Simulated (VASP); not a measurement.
Runs of VASP 6.6.1 on Ag. The structure is that of space group Fm-3m (No. 225), or close to it. The cells are those of the table. 

| cell | k mesh | gap on the mesh (eV) | pressure (GPa) |
| --- | --- | --- | --- |
| a = 2.940 Å, angles 60.0°, 1 atom | 22 × 22 × 22 | none | (b) |
| a = 2.902 Å, angles 60.0°, 1 atom | 13 × 13 × 13 | none | 0.1 |
| a = 2.977 Å, angles 60.0°, 1 atom | 22 × 22 × 22 | none | (a) |
| a = 2.902 Å, angles 60.0°, 1 atom | 22 × 22 × 22 | none | 0.2 |
| a = 2.781 Å, angles 60.0°, 1 atom | 22 × 22 × 22 | none | 19.5 |

Alike in all rows: task single point; level r2SCAN; potentials or basis VASP PAW PBE potentials, release 64 (Ag); no spin polarisation; cutoff (eV) 520; smearing fermi-dirac 0.1 eV.

Problem. Estimate the missing entries.

Solution. (a) -6.3; (b) -3.5.

Caveats: the PAW data sets were made with another functional, which shifts forces and pressure a little; the cell stands under tension (at least some runs); the cell stands under pressure (at least some runs).

A k mesh can miss the band edges, and the runs leave out spin-orbit coupling on Ag.

A gap of «none» marks levels without a gap at the run's occupations.
